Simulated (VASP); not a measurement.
The system is AlFe3.

```xyz
4
Lattice="3.6393 0.0000 0.0000 0.0000 3.6393 0.0000 0.0000 0.0000 3.6393" Properties=species:S:1:pos:R:3 pbc="T T T"
Al    0.0000    0.0000    0.0000
Fe    0.0000    1.8196    1.8196
Fe    1.8196    0.0000    1.8196
Fe    1.8196    1.8196    0.0000
```

Base run:

| Property | Result |
| --- | --- |
| Program | VASP 6.6.1 |
| Functional | PBEsol |
| Potentials or basis | VASP PAW PBE potentials, release 64 (Al, Fe) |
| Cutoff | 520 eV |
| k mesh | 6 × 6 × 6 |
| Occupations | fermi-dirac, width 0.1 eV |
| Spin | collinear spin, ferromagnetic start |
| Starting moments | [0.0, 4.5, 4.5, 4.5] μB |

Its results: pressure -5.9 GPa; net moment 6.75 μB per cell; site moments Al -0.08; Fe +2.28 μB.

**Question.** The run is repeated on the same cell with these changes: k mesh from 6 × 6 × 6 to 4 × 4 × 4. What comes out?

**Answer.** Pressure -6.5 GPa; net moment 6.65 μB per cell; site moments Al -0.08; Fe +2.25 μB.

Caveats: some runs use coarse meshes; the PAW data sets were made with another functional, which shifts forces and pressure a little.
